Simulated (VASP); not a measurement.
Input of a VASP 6.6.1 run:

File INCAR:

```
  ALGO = Normal
  EDIFF = 1E-6
  ENCUT = 520
  ISIF = 2
  ISMEAR = 0
  LASPH = True
  LCHARG = False
  LREAL = False
  LWAVE = False
  NBANDS = 16
  NELM = 80
  PREC = Accurate
  SIGMA = 0.01
```

Contents of KPOINTS:

```
k-points
0
Gamma
  6 6 6
```

Contents of POSCAR:

```
CdTe
1.0
    3.1280118734      3.1280118734      0.0000000000
   -3.1280118734      3.1280118734      0.0000000000
    0.0000000000      3.1280118734      3.1280118734
Cd Te
1 1
Direct
    0.0000000000      0.0000000000      0.0000000000
    0.7500000000      0.2500000000      0.5000000000
```

Potentials or basis: VASP PAW LDA potentials, release 64 (Cd, Te).

Command:

```console
$ cat potpaw_LDA.64/Cd/POTCAR potpaw_LDA.64/Te/POTCAR > POTCAR
$ mpirun -np 1 vasp_std > vasp.out
```

Task: Predict the pressure.

Result: 4.4 GPa.

Task: Estimate the band gap on the k mesh.

Result: 0.88 eV, direct.

Caveat: spin-orbit coupling is left out, which moves the levels of the heavy elements. LDA gaps usually lie below the measured ones, often by a third to a half.
